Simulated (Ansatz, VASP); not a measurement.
## One calculation of Zn4HO4, two programs

```
Zn O H
1.0
     5.51481    0.00000    0.00000
     0.00000    5.51481    0.00000
     0.00000    0.00000    3.24301
Zn O H
4 4 1
Direct
  0.18207 0.18207 0.50000
  0.81793 0.81793 0.50000
  0.68207 0.31793 0.00000
  0.31793 0.68207 0.00000
  0.81800 0.18200 0.50000
  0.18200 0.81800 0.50000
  0.68200 0.68200 0.00000
  0.31800 0.31800 0.00000
  0.00004 0.18200 0.20000
```

Alike in both runs: task single point; functional PBEsol; k mesh 4 × 4 × 8; occupations gaussian, width 0.05 eV; no spin polarisation.

|  | VASP | Ansatz |
| --- | --- | --- |
| version | VASP 6.6.1 | Ansatz 0.2.0 |
| potentials or method | VASP PAW PBE potentials, release 64 (Zn, O, H), cutoff 520 eV | scalar-relativistic, plane waves, PAW |
| valence electrons in the cell | 73 | 73 |

Ansatz gave:

| Quantity | Value |
| --- | --- |
| gap on the k mesh at the Fermi level (eV) | none |
| pressure (GPa) | 9.1 |
| traceless stress, the component that is largest in VASP (GPa) | -4.48 |
| rms of the force components (eV/Å) | 1.178 |

Which values does VASP return?

gap on the k mesh at the Fermi level (eV): none; pressure (GPa): 10.1; traceless stress, the component that is largest in VASP (GPa): -4.67; rms of the force components (eV/Å): 1.205.

VASP's potentials were made for PBE, not for PBEsol, and Ansatz warns of the same on its side. Atom by atom the forces differ by 0.029 eV/Å (rms over components). A gap of «none» marks a metal or a gap that the smearing closes.
